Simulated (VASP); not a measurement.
Here is a VASP 6.6.1 calculation.

File INCAR:

```
ALGO = Normal
DIPOL = 0.5 0.5 0.327
EDIFF = 1E-6
ENCUT = 520
GGA = PE
IDIPOL = 3
ISIF = 2
ISMEAR = 0
ISPIN = 2
IVDW = 12
LASPH = T
LCHARG = F
LDIPOL = T
LORBIT = 11
LREAL = F
LWAVE = F
MAGMOM = 0 0 0 0 2
NBANDS = 23
NELM = 150
PREC = Accurate
SIGMA = 0.05
```

Contents of KPOINTS:

```
k-points
0
Gamma
  7 7 1
```

The input POSCAR:

```
Si4O
1.0
    3.8333442603      0.0000000000      0.0000000000
    0.0000000000      3.8333442603      0.0000000000
    0.0000000000      0.0000000000     21.1034818054
Si O
4 1
Direct
    0.0000000000      0.5000000000      0.1895421825
    0.0000000000      0.0000000000      0.2537634268
    0.5000000000      0.0000000000      0.3207061911
    0.5000000000      0.5000000000      0.3839879068
    0.5000000000      0.8750000000      0.4882361072
```

Potentials or basis: VASP PAW PBE potentials, release 64 (Si, O).

Launch:

```bash
$ cat potpaw_PBE.64/Si/POTCAR potpaw_PBE.64/O/POTCAR > POTCAR
$ mpirun -np 1 vasp_std > vasp.out
```

(1) What does it give for the site moments?

(2) What does it give for the dispersion energy per atom?

(3) Predict the largest force.

(4) Estimate the net moment.

Answers

(1) Si +0.00, -0.01, -0.04 (each value once); O +1.13 μB.

(2) -0.200 eV.

(3) 2.116 eV/Å.

(4) 1.28 μB per cell.
